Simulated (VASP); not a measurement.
A run of VASP 6.6.1:

The input POSCAR:

```
YHg
1.0
    3.6800000000      0.0000000000      0.0000000000
    0.0000000000      3.6800000000      0.0000000000
    0.0000000000      0.0000000000      3.6800000000
Y Hg
1 1
Direct
    0.5000000000      0.5000000000      0.5000000000
    0.0000000000      0.0000000000      0.0000000000
```

Contents of INCAR.step1:

```
PREC = Accurate ; ENCUT = 520
ISMEAR = 1 ; SIGMA = 0.05
LREAL = False ; LASPH = True
NELM = 60 ; NBANDS = 18
GGA = PE ; ALGO = Normal
EDIFF = 1E-4 ; LWAVE = True
LCHARG = False
```

File INCAR.step2:

```
PREC = Accurate ; ENCUT = 520
EDIFF = 1E-6 ; ISMEAR = 1
SIGMA = 0.05 ; LREAL = False
LASPH = True ; NELM = 60
ALGO = Normal ; ISIF = 2
LWAVE = False ; LCHARG = False
METAGGA = R2SCAN ; LMIXTAU = True
NBANDS = 18 ; ISTART = 1
```

KPOINTS

```
regular mesh
0
Gamma
  8 8 8
```

Potentials or basis: VASP PAW PBE potentials, release 64 (Y_sv, Hg).

Command:

```console
$ cat potpaw_PBE.64/Y_sv/POTCAR potpaw_PBE.64/Hg/POTCAR > POTCAR
$ cp INCAR.step1 INCAR
$ mpirun -np 1 vasp_std > vasp.out
$ cp INCAR.step2 INCAR
$ mpirun -np 1 vasp_std > vasp.out
```

Hardware: 1 thread of Intel(R) Xeon(R) Platinum 8488C (Sapphire Rapids), on a shared host.

**Question.** Estimate the wall time of this run.

**Answer.** It took 76 s on 1 thread of Intel(R) Xeon(R) Platinum 8488C (Sapphire Rapids), with other jobs on the host, peak memory 0.2 GiB. Counts: k points 35.
